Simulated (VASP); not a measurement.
# TeF (Pm-3m) in VASP: further runs

TeF is run at these levels: PBE; tasks: single point, relaxation of cell and atoms.

Program: VASP 6.6.1. These are calculated values, not measurements. Logs are shortened: lines on timing, memory, paths and dates and some standing lists are left out, and cuts for length are marked.

### Step 1. The cell of the first run

The structure is cubic, space group Pm-3m (No. 221). The conventional cell has a = 3.262 Å, b = 3.262 Å, c = 3.262 Å, α = 90.00°, β = 90.00°, γ = 90.00°. Within 3.7 Å of Te (site symmetry m-3m) lie 8 F at 2.82 Å and 6 Te at 3.26 Å. F (site symmetry m-3m) has 8 Te at 2.82 Å and 6 F at 3.26 Å within 3.7 Å.

The cell was generated, and may not be a known phase.

### Step 2. Single point, PBE

INCAR reads:

```
PREC = Accurate
ENCUT = 520
EDIFF = 1E-7
ISMEAR = 0
SIGMA = 0.1
LREAL = F
LASPH = T
NELM = 100
ALGO = Normal
ISIF = 2
LWAVE = F
LCHARG = T
GGA = PE
LELF = T
LVHAR = T
NBANDS = 14
```

KPOINTS reads:

```
regular mesh
0
Gamma
  6 6 6
```

POSCAR reads:

```
TeF
1.0
    3.2619092491      0.0000000000      0.0000000000
    0.0000000000      3.2619092491      0.0000000000
    0.0000000000      0.0000000000      3.2619092491
Te F
1 1
Direct
    0.5000000000      0.5000000000      0.5000000000
    0.0000000000      0.0000000000      0.0000000000
```

Potentials or basis: VASP PAW PBE potentials, release 64 (Te, F).

On the command line:

```console
$ cat potpaw_PBE.64/Te/POTCAR potpaw_PBE.64/F/POTCAR > POTCAR
$ mpirun -np 1 vasp_std > vasp.out
```

OUTCAR:

```text
PREC = Accurate
   ENCUT = 520
   EDIFF = 1E-7
   ISMEAR = 0
   LREAL = F
   LASPH = T
   NELM = 100
   ISIF = 2
   GGA = PE

 ion  position               nearest neighbor table
   1  0.500  0.500  0.500-
   2  0.000  0.000  0.000-

  LATTYP: Found a simple cubic cell.
 ALAT       =     3.2619092491

  Lattice vectors:

 A1 = (   3.2619092491,   0.0000000000,   0.0000000000)
 A2 = (   0.0000000000,   3.2619092491,   0.0000000000)
 A3 = (   0.0000000000,   0.0000000000,   3.2619092491)

Analysis of symmetry for initial positions (statically):
=====================================================================
 Subroutine PRICEL returns:
 Original cell was already a primitive cell.

 Routine SETGRP: Setting up the symmetry group for a
 simple cubic supercell.

 Subroutine GETGRP returns: Found 48 space group operations
 (whereof 48 operations were pure point group operations)
 out of a pool of 48 trial point group operations.

The static configuration has the point symmetry O_h .

Analysis of symmetry for dynamics (positions and initial velocities):
=====================================================================
 Subroutine PRICEL returns:
 Original cell was already a primitive cell.

 Routine SETGRP: Setting up the symmetry group for a
 simple cubic supercell.

 Subroutine GETGRP returns: Found 48 space group operations
 (whereof 48 operations were pure point group operations)
 out of a pool of 48 trial point group operations.

The dynamic configuration has the point symmetry O_h .

 Subroutine INISYM returns: Found 48 space group operations
 (whereof 48 operations are pure point group operations),
 and found     1 'primitive' translations

----------------------------------------------------------------------------------------

                                     Primitive cell

  volume of cell :      34.7069

  direct lattice vectors                    reciprocal lattice vectors
     3.261909249  0.000000000  0.000000000     0.306568921  0.000000000  0.000000000
     0.000000000  3.261909249  0.000000000     0.000000000  0.306568921  0.000000000
     0.000000000  0.000000000  3.261909249     0.000000000  0.000000000  0.306568921

  length of vectors
     3.261909249  3.261909249  3.261909249     0.306568921  0.306568921  0.306568921

  position of ions in fractional coordinates (direct lattice)
     0.500000000  0.500000000  0.500000000
     0.000000000  0.000000000  0.000000000

[... 80 lines left out ...]
   TEBEG  =    0.0;   TEEND  =   0.0 temperature during run
   PSTRESS=    0.0 pullay stress
   NELECT =      13.0000    total number of electrons
   NUPDOWN=      -1.0000    fix difference up-down
   EMIN   =  10.00;   EMAX   =-10.00  energy-range for DOS
   EFERMI =   0.00;   METHOD = LEGACY
   ISMEAR =     0;   SIGMA  =   0.10  broadening in eV -4-tet -1-fermi 0-gaus
   EFERMI_NEDOS =   21; number of points for ismear=-14 and -15
   IALGO  =     38    algorithm
   IMIX   =      4    mixing-type and parameters
     AMIX     =   0.40;   BMIX     =  1.00
     AMIX_MAG =   1.60;   BMIX_MAG =  1.00
  volume/ion in A,a.u.               =      17.35       117.11
  Fermi-wavevector in a.u.,A,eV,Ry     =   1.180096  2.230058 18.947841  1.392627
  Thomas-Fermi vector in A             =   2.316395
   LORBIT       =      0    0 simple, 1 ext, 2 COOP (PROOUT), +10 PAW based schemes
   GGA     = PE    functional components
   LHFCALC =     F    Hartree Fock is set to
   AEXX    =    0.0000 exact exchange contribution
   IVDW    =     0    specifies the selected vdW correction
   LEPSILON=     F    determine dielectric tensor
   LRPA    =     F    only Hartree local field effects (RPA)
 non-spin polarized calculation
 Gauss-broadening in eV      SIGMA  =   0.10
  energy-cutoff  :      520.00
  volume of cell :       34.71
 maximum number of plane-waves:       968
   NGX = 13   NGY = 13   NGZ = 13

 number of electron      12.9999990 magnetization

 Free energy of the ion-electron system (eV)
  ---------------------------------------------------
  ext. energy  EPLUGINS =         0.00000000
  ---------------------------------------------------
  free energy    TOTEN  =        -6.24709316 eV

  energy without entropy =       -6.24500977  energy(sigma->0) =       -6.24605147

 E-fermi :   6.8028     XC(G=0): -10.5444

 val. band max:        6.6873288576   @ k =   0.3333   0.3333   0.0000
 cond. band min:       6.9177983232   @ k =   0.1667   0.1667   0.0000
 fundamental gap:      0.2304694655
 Fermi energy:         6.8027714544

 k-point     1 :       0.0000    0.0000    0.0000
  band No.  band energies     occupation
      1     -15.5180      2.00000
      2      -5.6387      2.00000
      3       2.8714      2.00000
      4       2.8714      2.00000
      5       2.8714      2.00000
      6       9.2838      0.00000
      7       9.2838      0.00000
      8       9.2838      0.00000
      9      12.8092      0.00000
     10      12.8092      0.00000
     11      18.4871      0.00000
     12      23.3832      0.00000
     13      23.3832      0.00000
     14      23.3832      0.00000
[... 309 lines left out ...]
      1     -15.1319      2.00000
      2      -1.8704      2.00000
      3       2.4728      2.00000
      4       2.4728      2.00000
      5       2.4728      2.00000
      6       3.9544      2.00000
      7       3.9544      2.00000
      8       3.9544      2.00000
      9      15.4776      0.00000
     10      15.4776      0.00000
     11      15.4776      0.00000
     12      22.9188      0.00000
     13      27.8135      0.00000
     14      27.8135      0.00000

------------------------ aborting loop because EDIFF is reached ----------------------------------------

  FORCE on cell =-STRESS in cart. coord.  units (eV):
  Direction    XX          YY          ZZ          XY          YZ          ZX
  --------------------------------------------------------------------------------------
  -------------------------------------------------------------------------------------
  Total       -0.0861495     -0.0861495     -0.0861495      0.0000000      0.0000000     -0.0000000
  in kB       -3.9769257     -3.9769257     -3.9769257      0.0000000      0.0000000     -0.0000000
  external PRESSURE =      -3.9769257 kB  Pullay stress =       0.0000000 kB

 VOLUME and BASIS-vectors are now :
 -----------------------------------------------------------------------------
  energy-cutoff  :      520.00
  volume of cell :       34.71
      direct lattice vectors                 reciprocal lattice vectors
     3.261909249  0.000000000  0.000000000     0.306568921  0.000000000  0.000000000
     0.000000000  3.261909249  0.000000000     0.000000000  0.306568921  0.000000000
     0.000000000  0.000000000  3.261909249     0.000000000  0.000000000  0.306568921

 POSITION                                       TOTAL-FORCE (eV/Angst)
 -----------------------------------------------------------------------------------
      1.63095      1.63095      1.63095         0.000000      0.000000      0.000000
      0.00000      0.00000      0.00000         0.000000      0.000000      0.000000
 -----------------------------------------------------------------------------------
    total drift:                               -0.000000      0.000000      0.000000

  FREE ENERGIE OF THE ION-ELECTRON SYSTEM (eV)
  ---------------------------------------------------
  free  energy   TOTEN  =        -6.2470931640 eV

  energy  without entropy=       -6.2450097725  energy(sigma->0) =       -6.24605147
```

stdout:

```text
POSCAR found type information on POSCAR TeF
 POSCAR found :  2 types and       2 ions
 scaLAPACK will be used
 LDA part: xc-table for (Slater+PW92), standard interpolation
 POSCAR, INCAR and KPOINTS ok, starting setup
 FFT: planning ... GRIDC
 FFT: planning ... GRID_SOFT
 FFT: planning ... GRID
 WAVECAR not read
 entering main loop
```

It took 4.7 s on 1 thread of Intel Xeon Platinum 8488C (Sapphire Rapids), shared host; peak memory 0.14 GiB.

What came out:

```
Free energy            : -6.2471 eV
Pressure               : -0.4 GPa
Band gap on the k mesh : zero (an odd number of electrons rules out a gap without spin polarisation)
```

Caveat: spin-orbit coupling is left out, which moves the levels of the heavy elements; an odd number of electrons without spin polarisation forces a metal; a magnetic or distorted state may lie lower.

### Step 3. Single point, PBE

This run uses another cell than the first one, of 20.67 Å³/atom.

INCAR reads:

```
ALGO = Normal
EDIFF = 1E-7
ENCUT = 520
GGA = PE
ISIF = 2
ISMEAR = 0
LASPH = True
LCHARG = False
LREAL = False
LWAVE = False
NBANDS = 14
NELM = 100
PREC = Accurate
SIGMA = 0.1
```

KPOINTS reads:

```
k-points
0
Gamma
  6 6 6
```

POSCAR reads:

```
TeF
1.0
    3.4576068200      0.0000000000      0.0000000000
    0.0000000000      3.4576068200      0.0000000000
    0.0000000000      0.0000000000      3.4576068200
Te F
1 1
Direct
    0.5000000000      0.5000000000      0.5000000000
    0.0000000000      0.0000000000      0.0000000000
```

Potentials or basis: VASP PAW PBE potentials, release 64 (Te, F).

On the command line:

```console
$ cat potpaw_PBE.64/Te/POTCAR potpaw_PBE.64/F/POTCAR > POTCAR
$ mpirun -np 1 vasp_std > vasp.out
```

It took 9.3 s on 1 thread of Intel Xeon Platinum 8488C (Sapphire Rapids), shared host; peak memory 0.15 GiB.

Results (log left out):

| Item | Value |
| --- | --- |
| Free energy | -6.0104 eV |
| Pressure | -9.6 GPa |
| Band gap on the k mesh | zero (an odd number of electrons rules out a gap without spin polarisation) |

Levels at points of the mesh, in eV from the Fermi level:
```tsv
k point	band 4	band 5	band 6	band 7	band 8	band 9
(0.00, 0.00, 0.00)	-2.95	-2.95	1.92	1.92	1.92	6.42
(0.50, 0.00, 0.00)	-2.50	-2.50	-2.41	1.71	1.71	7.86
(0.50, 0.50, 0.00)	-4.83	-2.40	-0.26	-0.26	2.50	6.25
(0.50, 0.50, 0.50)	-3.19	-3.19	-2.20	-2.20	-2.20	8.45
```

Caveat: the cell stands under tension; spin-orbit coupling is left out, which moves the levels of the heavy elements; an odd number of electrons without spin polarisation forces a metal; a magnetic or distorted state may lie lower.

### Step 4. Relaxation of cell and atoms, PBE

This run uses another cell than the first one, of 20.67 Å³/atom.

INCAR reads:

```
PREC = Accurate
ENCUT = 600
EDIFF = 1E-7
ISMEAR = 0
SIGMA = 0.1
LREAL = False
LASPH = True
NELM = 100
ALGO = Normal
ISIF = 3
LWAVE = False
LCHARG = False
GGA = PE
IBRION = 2
NSW = 90
EDIFFG = -0.04
```

KPOINTS reads:

```
Automatic mesh
0
Gamma
  6 6 6
```

POSCAR is that of step 3.

On the command line:

```console
$ cat potpaw_PBE.64/Te/POTCAR potpaw_PBE.64/F/POTCAR > POTCAR
$ mpirun -np 1 vasp_std > vasp.out
```

Run time: 14 s. Hardware: 1 thread of Intel Xeon Platinum 8488C (Sapphire Rapids), shared host; peak memory 0.17 GiB.

The run converged. Its results:

| Quantity | Value |
| --- | --- |
| Free energy | -6.2595 eV |
| Relaxed volume | 17.18 Å³/atom |
| Relaxed cell | a = 3.251 Å, b = 3.251 Å, c = 3.251 Å, α = 90.00°, β = 90.00°, γ = 90.00° |
| Space group after relaxing (to 0.1 Å) | Pm-3m (No. 221) |
| Energy gained by relaxing | 123.8 meV/atom |
| Ionic steps | 2 |
| Pressure after relaxing | 0.4 GPa |
| Band gap on the k mesh | zero (an odd number of electrons rules out a gap without spin polarisation) |

Step by step:
```
step  energy change (eV)  largest force (eV/Å)  pressure (GPa)  volume (Å³)
   1              0.0000                0.0000           -9.61        41.34
   2             -0.2476                0.0000            0.37        34.35
```

Final structure:
```
Te F
1.0
     3.25075    0.00000    0.00000
     0.00000    3.25075    0.00000
     0.00000    0.00000    3.25075
Te F
1 1
Direct
  0.50000 0.50000 0.50000
  0.00000 0.00000 0.00000
```

Levels at points of the mesh, in eV from the Fermi level:
| k point | band 4 | band 5 | band 6 | band 7 | band 8 | band 9 |
| --- | --- | --- | --- | --- | --- | --- |
| (0.00, 0.00, 0.00) | -4.00 | -4.00 | 2.52 | 2.52 | 2.52 | 5.98 |
| (0.50, 0.00, 0.00) | -3.45 | -3.45 | -3.00 | 2.21 | 2.21 | 7.78 |
| (0.50, 0.50, 0.00) | -6.33 | -3.32 | -0.41 | -0.41 | 3.41 | 6.00 |
| (0.50, 0.50, 0.50) | -4.41 | -4.41 | -2.89 | -2.89 | -2.89 | 8.69 |

Caveat: the volume moved by over 15 % at a fixed basis, so the end points are rough; spin-orbit coupling is left out, which moves the levels of the heavy elements; an odd number of electrons without spin polarisation forces a metal; a magnetic or distorted state may lie lower.

### Step 5. Single point, PBE

This run uses another cell than the first one, of 17.39 Å³/atom.

INCAR reads:

```
SYSTEM = TeF
ALGO = Normal
EDIFF = 1E-6
ENCUT = 520
GGA = PE
ISIF = 2
ISMEAR = 0
LASPH = .True.
LCHARG = .False.
LREAL = .False.
LWAVE = .False.
NBANDS = 14
NELM = 80
PREC = Accurate
SIGMA = 0.1
```

KPOINTS reads:

```
k-points
0
Gamma
  18 18 18
  0 0 0
```

POSCAR reads:

```
TeF
1.0
    3.2643673472      0.0000000000      0.0000000000
    0.0000000000      3.2643673472      0.0000000000
    0.0000000000      0.0000000000      3.2643673472
Te F
1 1
Direct
    0.5000000000      0.5000000000      0.5000000000
    0.0000000000      0.0000000000      0.0000000000
```

On the command line:

```console
$ cat potpaw_PBE.64/Te/POTCAR potpaw_PBE.64/F/POTCAR > POTCAR
$ mpirun -np 1 vasp_std > vasp.out
```

It took 28 s on 1 thread of Intel Xeon Platinum 8488C (Sapphire Rapids), shared host; peak memory 0.22 GiB.

The run converged. Its results:

```yaml
Free_energy: -6.2371 eV
Pressure: -0.4 GPa
Band_gap_on_the_k_mesh: zero (an odd number of electrons rules out a gap without spin polarisation)
```

Levels at points of the mesh, in eV from the Fermi level:
| k point | band 2 | band 3 | band 4 | band 5 | band 6 | band 7 | band 8 | band 9 | band 10 | band 11 |
| --- | --- | --- | --- | --- | --- | --- | --- | --- | --- | --- |
| (0.00, 0.00, 0.00) | -12.29 | -3.94 | -3.94 | -3.94 | 2.59 | 2.59 | 2.59 | 6.15 | 6.15 | 11.76 |
| (0.50, 0.00, 0.00) | -11.91 | -4.05 | -3.42 | -3.42 | -2.99 | 2.33 | 2.33 | 7.94 | 11.16 | 11.60 |
| (0.50, 0.50, 0.00) | -10.09 | -6.17 | -6.17 | -3.30 | -0.36 | -0.36 | 3.50 | 6.12 | 10.48 | 12.00 |
| (0.50, 0.50, 0.50) | -8.51 | -4.34 | -4.34 | -4.34 | -2.69 | -2.69 | -2.69 | 8.75 | 8.75 | 8.75 |

Caveat: spin-orbit coupling is left out, which moves the levels of the heavy elements; an odd number of electrons without spin polarisation forces a metal; a magnetic or distorted state may lie lower.

(Part 1 of 2 ends here.)

The gap in the log of VASP goes by the Fermi energy; the results here count the filled bands.